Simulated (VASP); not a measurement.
SiO2, 6 atoms in the cell. It takes space group P4_2/mnm (No. 136, tetragonal). Conventional cell: a = 3.963 Å, b = 3.963 Å, c = 2.831 Å, α = 90.00°, β = 90.00°, γ = 90.00°. Within 2.3 Å of Si (site symmetry mmm) lie 6 O at 1.71 to 1.79 Å. O (site symmetry m2m) has 3 Si at 1.71 to 1.79 Å and 1 O at 2.18 Å within 2.3 Å.  This cell differs from its parent crystal: volume 7.413 Å^3 an atom, c/a of the conventional cell 0.7144.

- Program: VASP 6.6.1
- Task: single point
- Functional: LDA
- Potentials or basis: VASP PAW LDA potentials, release 64 (Si, O)
- Cutoff: 520 eV
- k mesh: 6 × 6 × 10
- Occupations: gaussian, width 0.05 eV
- Spin: no spin polarisation
- Dipole correction: no
- Further INCAR settings: ALGO = Normal; EDIFF = 1e-06; NBANDS = 25

Potentials or basis: VASP PAW LDA potentials, release 64 (Si, O).

Run with:

```bash
$ cat potpaw_LDA.64/Si/POTCAR potpaw_LDA.64/O/POTCAR > POTCAR
$ mpirun -np 1 vasp_std > vasp.out
```

Hardware: 1 thread of Intel Xeon 6975P-C, on a shared host.

Q: Estimate the wall time of this run.

A: It took 43 s on 1 thread of Intel Xeon 6975P-C, with other jobs on the host, peak memory 0.17 GiB. Counts: scf iterations 12, k points 60.
